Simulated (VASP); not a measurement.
Set up this calculation in VASP 6.6.1, as the native input.

* Task: single point
* Functional: PBEsol
* Dispersion: D4
* Potentials or basis: VASP PAW PBE potentials, release 64 (Se)
* Cutoff: 520 eV
* k mesh: 9 × 9 × 9
* Occupations: fermi-dirac, width 0.05 eV
* Spin: no spin polarisation
* Dipole correction: no
* Further INCAR settings: ALGO = Normal; EDIFF = 1e-06; NBANDS = 9

The structure of Se lies in POSCAR:

```
Se
1.0
    2.7703502857      0.0000000000      0.0000000000
    0.0000000000      2.7703502857      0.0000000000
    0.0000000000      0.0000000000      2.7703502857
Se
1
Direct
    0.0000000000      0.0000000000      0.0000000000
```

One way to write it, as run:

INCAR

```
PREC     = Accurate       # precision mode
ENCUT    = 520            # plane-wave cutoff, eV
EDIFF    = 1E-6           # SCF threshold, eV
ISMEAR   = -1             # smearing method
SIGMA    = 0.05           # smearing width, eV
LREAL    = F              # projectors in reciprocal space
LASPH    = T              # aspherical terms in the spheres
NELM     = 80             # most SCF steps
ALGO     = Normal         # electronic algorithm
ISIF     = 2              # what is computed and relaxed
LWAVE    = F              # write WAVECAR
LCHARG   = T              # write CHGCAR
GGA      = PS             # functional
IVDW     = 13             # dispersion correction
LELF     = T              # ELF
LVHAR    = T            
NBANDS   = 9              # bands
```

KPOINTS

```
regular mesh
0
Gamma
  9 9 9
```

Potentials or basis: VASP PAW PBE potentials, release 64 (Se).

Launch:

```sh
$ cat potpaw_PBE.64/Se/POTCAR > POTCAR
$ mpirun -np 1 vasp_std > vasp.out
```

It gave:

The pressure is 0.1 GPa, the band gap on the k mesh is zero (band 3 reaches 8.34 eV, above the bottom of band 4 at 1.91 eV) and the dispersion energy per atom is -0.256 eV.

Caveat: the PAW data sets were made with another functional, which shifts forces and pressure a little; pairwise dispersion overbinds metals, which lowers pressure and volume.

Run time: 7.4 s on 1 thread of Intel Xeon 6975P-C (shared host), peak memory 0.13 GiB.
